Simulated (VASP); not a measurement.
Wanted: the native input for a VASP 6.6.1 run.

* Task: single point
* Functional: PBEsol
* Potentials or basis: VASP PAW PBE potentials, release 64 (Cu, Al)
* Cutoff: 520 eV
* k mesh: 9 × 9 × 9
* Occupations: fermi-dirac, width 0.05 eV
* Spin: no spin polarisation
* Dipole correction: no
* Further INCAR settings: ALGO = Fast; EDIFF = 1e-06; NBANDS = 16

The structure of Al2Cu lies in POSCAR:

```
Al2Cu
1.0
   -2.0303375000      2.0303375000      2.8510940000
    2.0303375000     -2.0303375000      2.8510940000
    2.0303375000      2.0303375000     -2.8510940000
Cu Al
1 2
Direct
    0.5041870000      0.4947320000      0.0022620000
    0.2455800000      0.7451240000      0.5011330000
    0.7479760000      0.2497260000      0.5009340000
```

This cell differs from its parent crystal: atoms moved at random.

The input as run:

INCAR

```
SYSTEM = Al2Cu
ALGO = Fast
EDIFF = 1E-6
ENCUT = 520
GGA = PS
ISIF = 2
ISMEAR = -1
LASPH = .TRUE.
LCHARG = .FALSE.
LREAL = .FALSE.
LWAVE = .FALSE.
NBANDS = 16
NELM = 100
PREC = Accurate
SIGMA = 0.05
```

KPOINTS

```
k-points
0
G
  9 9 9
  0 0 0
```

Potentials or basis: VASP PAW PBE potentials, release 64 (Cu, Al).

Run with:

```console
$ cat potpaw_PBE.64/Cu/POTCAR potpaw_PBE.64/Al/POTCAR > POTCAR
$ mpirun -np 1 vasp_std > vasp.out
```

Results of the run:

| Item | Value |
| --- | --- |
| Pressure | 0.4 GPa |
| Largest force | 0.230 eV/Å |
| Band gap on the k mesh | zero (an odd number of electrons rules out a gap without spin polarisation) |

Caveat: the cell differs from its parent crystal (atoms moved at random); the PAW data sets were made with another functional, which shifts forces and pressure a little.

Run time: 8.5 min on 1 thread of Intel Xeon 8259CL, with other jobs on the host, peak memory 0.38 GiB.
